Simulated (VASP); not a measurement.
# Sn3Se (Fm-3m) in VASP: notebook

Runs on Sn3Se. Level: PBE+D3(BJ). Tasks: single point, relaxation of cell and atoms.

All numbers are computed with VASP 6.6.1; they aren't measurements. Logs are shortened: lines on timing, memory, paths and dates and some standing lists are left out, and cuts for length are marked.

### Step 1. The cell of the first run

Symmetry: Fm-3m, No. 225, cubic system. Conventional cell: a = 7.344 Å, b = 7.344 Å, c = 7.344 Å, α = 90.00°, β = 90.00°, γ = 90.00°. Within 4.2 Å of Sn (site symmetry -43m) lie 10 Sn at 3.18 to 3.67 Å and 4 Se at 3.18 Å. Sn (site symmetry m-3m) has 8 Sn at 3.18 Å and 6 Se at 3.67 Å within 4.2 Å. Within 4.2 Å of Se (site symmetry m-3m) lie 14 Sn at 3.18 to 3.67 Å.

### Step 2. Single point, PBE+D3(BJ)

INCAR reads:

```
PREC = Accurate ; ENCUT = 520
EDIFF = 1E-6 ; ISMEAR = 0
SIGMA = 0.1 ; LREAL = False
LASPH = True ; NELM = 100
ALGO = Normal ; ISIF = 2
LWAVE = False ; LCHARG = False
GGA = PE ; IVDW = 12
NBANDS = 32
```

KPOINTS reads:

```
regular mesh
0
Gamma
  10 10 10
```

POSCAR reads:

```
Sn3Se
1.0
    0.0000000000      3.6720508526      3.6720508526
    3.6720508526      0.0000000000      3.6720508526
    3.6720508526      3.6720508526      0.0000000000
Sn Se
3 1
Direct
    0.2500000000      0.2500000000      0.2500000000
    0.7500000000      0.7500000000      0.7500000000
    0.5000000000      0.5000000000      0.5000000000
    0.0000000000      0.0000000000      0.0000000000
```

Potentials or basis: VASP PAW PBE potentials, release 64 (Sn_d, Se).

Started as:

```sh
> cat potpaw_PBE.64/Sn_d/POTCAR potpaw_PBE.64/Se/POTCAR > POTCAR
> mpirun -np 1 vasp_std > vasp.out
```

OUTCAR:

```text
PREC = Accurate
   ENCUT = 520
   EDIFF = 1E-6
   ISMEAR = 0
   LREAL = False
   LASPH = True
   NELM = 100
   ISIF = 2
   GGA = PE
   IVDW = 12
 IVDW          = 12

 ion  position               nearest neighbor table
   1  0.250  0.250  0.250-   4 3.18   4 3.18   4 3.18   3 3.18   4 3.18   3 3.18   3 3.18   3 3.18
                             2 3.67   2 3.67   2 3.67   2 3.67   2 3.67   2 3.67
   2  0.750  0.750  0.750-   3 3.18   3 3.18   3 3.18   3 3.18   4 3.18   4 3.18   4 3.18   4 3.18
                             1 3.67   1 3.67   1 3.67   1 3.67   1 3.67   1 3.67
   3  0.500  0.500  0.500-   1 3.18   1 3.18   1 3.18   1 3.18   2 3.18   2 3.18   2 3.18   2 3.18

   4  0.000  0.000  0.000-   2 3.18   2 3.18   2 3.18   1 3.18   2 3.18   1 3.18   1 3.18   1 3.18

  LATTYP: Found a face centered cubic cell.
 ALAT       =     7.3441017052

  Lattice vectors:

 A1 = (   0.0000000000,   3.6720508526,   3.6720508526)
 A2 = (   3.6720508526,   0.0000000000,   3.6720508526)
 A3 = (   3.6720508526,   3.6720508526,   0.0000000000)

Analysis of symmetry for initial positions (statically):
=====================================================================
 Subroutine PRICEL returns:
 Original cell was already a primitive cell.

 Routine SETGRP: Setting up the symmetry group for a
 face centered cubic supercell.

 Subroutine GETGRP returns: Found 48 space group operations
 (whereof 48 operations were pure point group operations)
 out of a pool of 48 trial point group operations.

The static configuration has the point symmetry O_h .

Analysis of symmetry for dynamics (positions and initial velocities):
=====================================================================
 Subroutine PRICEL returns:
 Original cell was already a primitive cell.

 Routine SETGRP: Setting up the symmetry group for a
 face centered cubic supercell.

 Subroutine GETGRP returns: Found 48 space group operations
 (whereof 48 operations were pure point group operations)
 out of a pool of 48 trial point group operations.

The dynamic configuration has the point symmetry O_h .

 Subroutine INISYM returns: Found 48 space group operations
 (whereof 48 operations are pure point group operations),
 and found     1 'primitive' translations

----------------------------------------------------------------------------------------

                                     Primitive cell

  volume of cell :      99.0276

  direct lattice vectors                    reciprocal lattice vectors
     0.000000000  3.672050853  3.672050853    -0.136163692  0.136163692  0.136163692
     3.672050853  0.000000000  3.672050853     0.136163692 -0.136163692  0.136163692
     3.672050853  3.672050853  0.000000000     0.136163692  0.136163692 -0.136163692

  length of vectors
     5.193064117  5.193064117  5.193064117     0.235842432  0.235842432  0.235842432

  position of ions in fractional coordinates (direct lattice)
     0.250000000  0.250000000  0.250000000
     0.750000000  0.750000000  0.750000000
     0.500000000  0.500000000  0.500000000
     0.000000000  0.000000000  0.000000000

  ion indices of the primitive-cell ions
   primitive index   ion index
                 1           1
                 2           2
                 3           3
                 4           4

----------------------------------------------------------------------------------------

 KPOINTS: regular mesh

Automatic generation of k-mesh.
 Grid dimensions read from file:
 generate k-points for:   10   10   10

 Generating k-lattice:

  Cartesian coordinates                     Fractional coordinates (reciprocal lattice)
    -0.013616369  0.013616369  0.013616369     0.100000000  0.000000000  0.000000000
     0.013616369 -0.013616369  0.013616369     0.000000000  0.100000000  0.000000000
     0.013616369  0.013616369 -0.013616369     0.000000000  0.000000000  0.100000000

  Length of vectors
     0.023584243  0.023584243  0.023584243

  Shift w.r.t. Gamma in fractional coordinates (k-lattice)
     0.000000000  0.000000000  0.000000000

 Subroutine IBZKPT returns following result:
 ===========================================

 Found     47 irreducible k-points:

 Following reciprocal coordinates:
            Coordinates               Weight
  0.000000  0.000000  0.000000      1.000000
  0.100000  0.000000  0.000000      8.000000
  0.200000  0.000000  0.000000      8.000000
  0.300000  0.000000  0.000000      8.000000
  0.400000  0.000000  0.000000      8.000000
  0.500000  0.000000  0.000000      4.000000
[... 16 lines left out ...]
  0.300000  0.300000  0.000000      6.000000
  0.400000  0.300000  0.000000     24.000000
 [... further k-points ...]
   k-points           NKPTS =     47   k-points in BZ     NKDIM =     47   number of bands    NBANDS=     32
   number of dos      NEDOS =    301   number of ions     NIONS =      4
   total plane-waves  NPLWV =  64000
   dimension x,y,z NGX =    40 NGY =   40 NGZ =   40
   dimension x,y,z NGXF=    80 NGYF=   80 NGZF=   80
   ions per type =               3   1
   NGX,Y,Z   is equivalent  to a cutoff of  12.81, 12.81, 12.81 a.u.
   NGXF,Y,Z  is equivalent  to a cutoff of  25.61, 25.61, 25.61 a.u.
 SYSTEM =  unknown system
   PREC   = accura    normal or accurate (medium, high low for compatibility)
   ISTART =      0    job   : 0-new  1-cont  2-samecut
   ICHARG =      2    charge: 1-file 2-atom 10-const
   ISPIN  =      1    spin polarized calculation?
   LNONCOLLINEAR =      F non collinear calculations
   LSORBIT =      F    spin-orbit coupling
   LASPH  =      T    aspherical Exc in radial PAW
   ENCUT  =  520.0 eV  38.22 Ry    6.18 a.u.   9.66  9.66  9.66*2*pi/ulx,y,z
   NELM   =    100;   NELMIN=  2; NELMDL= -5     # of ELM steps
   EDIFF  = 0.1E-05   stopping-criterion for ELM
   LREAL  =      F    real-space projection
   EDIFFG = 0.1E-04   stopping-criterion for IOM
   NSW    =      0    number of steps for IOM
   IBRION =     -1    ionic relax: 0-MD 1-quasi-New 2-CG
   NFREE  =      0    steps in history (QN), initial steepest desc. (CG)
   ISIF   =      2    stress and relaxation
   ISYM   =      2    0-nonsym 1-usesym 2-fastsym
   POTIM  = 0.5000    time-step for ionic-motion
   TEBEG  =    0.0;   TEEND  =   0.0 temperature during run
   PSTRESS=    0.0 pullay stress
   NELECT =      48.0000    total number of electrons
   NUPDOWN=      -1.0000    fix difference up-down
   EMIN   =  10.00;   EMAX   =-10.00  energy-range for DOS
   EFERMI =   0.00;   METHOD = LEGACY
   ISMEAR =     0;   SIGMA  =   0.10  broadening in eV -4-tet -1-fermi 0-gaus
   EFERMI_NEDOS =   21; number of points for ismear=-14 and -15
   IALGO  =     38    algorithm
   IMIX   =      4    mixing-type and parameters
     AMIX     =   0.40;   BMIX     =  1.00
     AMIX_MAG =   1.60;   BMIX_MAG =  1.00
  volume/ion in A,a.u.               =      24.76       167.07
  Fermi-wavevector in a.u.,A,eV,Ry     =   1.285987  2.430163 22.500804  1.653762
  Thomas-Fermi vector in A             =   2.418088
   LORBIT       =      0    0 simple, 1 ext, 2 COOP (PROOUT), +10 PAW based schemes
   GGA     = PE    functional components
   LHFCALC =     F    Hartree Fock is set to
   AEXX    =    0.0000 exact exchange contribution
   IVDW    =    12    specifies the selected vdW correction
   LEPSILON=     F    determine dielectric tensor
   LRPA    =     F    only Hartree local field effects (RPA)
 non-spin polarized calculation
 Gauss-broadening in eV      SIGMA  =   0.10
  energy-cutoff  :      520.00
  volume of cell :       99.03
 maximum number of plane-waves:      2701
   NGX = 19   NGY = 19   NGZ = 19

 number of electron      47.9999988 magnetization

 Free energy of the ion-electron system (eV)
  ---------------------------------------------------
  ext. energy  EPLUGINS =         0.00000000
  ---------------------------------------------------
  free energy    TOTEN  =       -14.86315303 eV

  energy without entropy =      -14.85192228  energy(sigma->0) =      -14.85753765

 E-fermi :   7.8239     XC(G=0): -10.5249

 val. band max:        7.8172905152   @ k =   0.5000   0.4000   0.0000
 cond. band min:       7.8611603631   @ k =  -0.4000   0.4000   0.0000
 fundamental gap:      0.0438698479
 Fermi energy:         7.8238506175

 k-point     1 :       0.0000    0.0000    0.0000
  band No.  band energies     occupation
      1     -13.8090      2.00000
      2     -13.8090      2.00000
      3     -13.7686      2.00000
      4     -13.7686      2.00000
      5     -13.7686      2.00000
      6     -13.7613      2.00000
[... 24 lines left out ...]
     31      14.7589      0.00000
     32      14.7589      0.00000

 k-point     2 :       0.1000    0.0000    0.0000
  band No.  band energies     occupation
      1     -13.8057      2.00000
      2     -13.8057      2.00000
      3     -13.7790      2.00000
      4     -13.7731      2.00000
      5     -13.7731      2.00000
      6     -13.7576      2.00000
[... 24 lines left out ...]
     31      14.1052      0.00000
     32      14.6272      0.00000

 k-point     3 :       0.2000    0.0000    0.0000
  band No.  band energies     occupation
      1     -13.7961      2.00000
      2     -13.7961      2.00000
      3     -13.7867      2.00000
      4     -13.7801      2.00000
      5     -13.7801      2.00000
      6     -13.7526      2.00000
[... 24 lines left out ...]
     31      12.9166      0.00000
     32      14.2063      0.00000

 k-point     4 :       0.3000    0.0000    0.0000
  band No.  band energies     occupation
      1     -13.7869      2.00000
      2     -13.7869      2.00000
      3     -13.7866      2.00000
      4     -13.7814      2.00000
      5     -13.7814      2.00000
      6     -13.7487      2.00000
[... 654 lines left out ...]
     31      13.7809      0.00000
     32      14.1688      0.00000

 k-point    23 :       0.3000    0.3000    0.0000
  band No.  band energies     occupation
      1     -13.7962      2.00000
      2     -13.7962      2.00000
      3     -13.7953      2.00000
      4     -13.7827      2.00000
      5     -13.7557      2.00000
      6     -13.7507      2.00000
[... 24 lines left out ...]
     31      12.5322      0.00000
     32      12.6974      0.00000

 k-point    24 :       0.4000    0.3000    0.0000
  band No.  band energies     occupation
      1     -13.7978      2.00000
      2     -13.7967      2.00000
      3     -13.7891      2.00000
      4     -13.7813      2.00000
      5     -13.7595      2.00000
      6     -13.7442      2.00000
[... 24 lines left out ...]
     31      12.6291      0.00000
     32      13.3282      0.00000

 [... further k-points ...]

------------------------ aborting loop because EDIFF is reached ----------------------------------------

 Edisp (eV)   -1.62309

 E8    (eV) :    -0.7539

  FORCE on cell =-STRESS in cart. coord.  units (eV):
  Direction    XX          YY          ZZ          XY          YZ          ZX
  --------------------------------------------------------------------------------------
  -------------------------------------------------------------------------------------
  Total      -0.01616    -0.01616    -0.01616    -0.00000    -0.00000     0.00000
  in kB      -0.26142    -0.26142    -0.26142    -0.00000    -0.00000     0.00000
  external pressure =       -0.26 kB  Pullay stress =        0.00 kB

 VOLUME and BASIS-vectors are now :
 -----------------------------------------------------------------------------
  energy-cutoff  :      520.00
  volume of cell :       99.03
      direct lattice vectors                 reciprocal lattice vectors
     0.000000000  3.672050853  3.672050853    -0.136163692  0.136163692  0.136163692
     3.672050853  0.000000000  3.672050853     0.136163692 -0.136163692  0.136163692
     3.672050853  3.672050853  0.000000000     0.136163692  0.136163692 -0.136163692

 POSITION                                       TOTAL-FORCE (eV/Angst)
 -----------------------------------------------------------------------------------
      1.83603      1.83603      1.83603        -0.000000      0.000000     -0.000000
      5.50808      5.50808      5.50808         0.000000      0.000000      0.000000
      3.67205      3.67205      3.67205        -0.000000     -0.000000     -0.000000
      0.00000      0.00000      0.00000        -0.000000     -0.000000     -0.000000
 -----------------------------------------------------------------------------------
    total drift:                               -0.000000     -0.000000      0.000000

  FREE ENERGIE OF THE ION-ELECTRON SYSTEM (eV)
  ---------------------------------------------------
  free  energy   TOTEN  =       -16.4862425817 eV

  energy  without entropy=      -16.4750118311  energy(sigma->0) =      -16.48062721
```

It took 60 s on 1 thread of Intel Xeon 6975P-C (Granite Rapids), shared host; peak memory 0.31 GiB.

What came out:

```
Free energy                : -16.4862 eV
Pressure                   : 0.0 GPa
Band gap on the k mesh     : zero (bands 24 and 25 overlap by 2.16 eV)
Dispersion energy per atom : -0.406 eV
```

Caveat: spin-orbit coupling is left out, which moves the levels of the heavy elements.

[end of part 1 of 2]

The gap in the log of VASP goes by the Fermi energy; the results here count the filled bands.